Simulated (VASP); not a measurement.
Write the native input for VASP 6.6.1 that does the following.

| Property | Result |
| --- | --- |
| Task | single point |
| Functional | PBE |
| Potentials or basis | VASP PAW PBE potentials, release 64 (Pb_d) |
| Cutoff | 520 eV |
| k mesh | 9 × 9 × 9 |
| Occupations | gaussian, width 0.022 eV |
| Spin | no spin polarisation |
| Dipole correction | no |
| Further INCAR settings | ALGO = Fast; EDIFF = 1e-07; NBANDS = 13 |

The structure of Pb lies in POSCAR:

```
Pb
1.0
   -1.9796595667      1.9796595667      1.9796595667
    1.9796595667     -1.9796595667      1.9796595667
    1.9796595667      1.9796595667     -1.9796595667
Pb
1
Direct
    0.0000000000      0.0000000000      0.0000000000
```

These files were run (other wordings do the same):

INCAR

```
PREC = Accurate
ENCUT = 520
EDIFF = 1E-7
ISMEAR = 0
SIGMA = 0.022
LREAL = F
LASPH = T
NELM = 80
ALGO = Fast
ISIF = 2
LWAVE = F
LCHARG = F
GGA = PE
NBANDS = 13
```

KPOINTS

```
Automatic mesh
0
Gamma
  9 9 9
```

Potentials or basis: VASP PAW PBE potentials, release 64 (Pb_d).

Run with:

```bash
$ cat potpaw_PBE.64/Pb_d/POTCAR > POTCAR
$ mpirun -np 1 vasp_std > vasp.out
```

It gave:

* Pressure: 0.7 GPa
* Band gap on the k mesh: zero (band 7 reaches 14.46 eV, above the bottom of band 8 at 5.02 eV)

Caveat: spin-orbit coupling is left out, which moves the levels of the heavy elements.

Run time: 30 s on 1 thread of Intel Xeon 8259CL, on a shared host, peak memory 0.16 GiB.
